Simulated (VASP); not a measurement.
Here is a VASP 6.6.1 calculation.

POSCAR

```
SiC
1.0
    3.0759982064      0.0000000000      0.0000000000
   -1.5379991032      2.6638925888      0.0000000000
    0.0000000000      0.0000000000      5.0480000000
Si C
2 2
Direct
    0.3333333333      0.6666666667      0.0029714739
    0.6666666667      0.3333333333      0.4970285261
    0.3333333333      0.6666666667      0.3843060148
    0.6666666667      0.3333333333      0.8856939852
```

File INCAR.step1:

```
SYSTEM = SiC
ALGO = Normal ; EDIFF = 1E-4
ENCUT = 520 ; GGA = PE
ISMEAR = 0 ; LASPH = .TRUE.
LCHARG = .FALSE. ; LREAL = .FALSE.
LWAVE = .TRUE. ; NBANDS = 16
NELM = 100 ; PREC = Accurate
SIGMA = 0.05
```

Contents of INCAR.step2:

```
SYSTEM = SiC
ALGO = Normal ; EDIFF = 1E-6
ENCUT = 520 ; ISIF = 2
ISMEAR = 0 ; ISTART = 1
LASPH = .TRUE. ; LCHARG = .TRUE.
LELF = .TRUE. ; LMIXTAU = .TRUE.
LREAL = .FALSE. ; LVHAR = .TRUE.
LWAVE = .FALSE. ; METAGGA = R2SCAN
NBANDS = 16 ; NELM = 100
PREC = Accurate ; SIGMA = 0.05
```

The input KPOINTS:

```
k-points
0
G
  12 12 6
  0 0 0
```

Potentials or basis: VASP PAW PBE potentials, release 64 (Si, C).

Launch:

```sh
$ cat potpaw_PBE.64/Si/POTCAR potpaw_PBE.64/C/POTCAR > POTCAR
$ cp INCAR.step1 INCAR
$ mpirun -np 1 vasp_std > vasp.out
$ cp INCAR.step2 INCAR
$ mpirun -np 1 vasp_std > vasp.out
```

(1) Predict the largest force.

(2) What does it give for the pressure?

Answers

(1) 1.255 eV/Å.

(2) 0.0 GPa.

Caveat: the cell differs from its parent crystal (mode 6 (566.1 1/cm) frozen in, largest displacement +0.015 Å); the PAW data sets were made with another functional, which shifts forces and pressure a little.
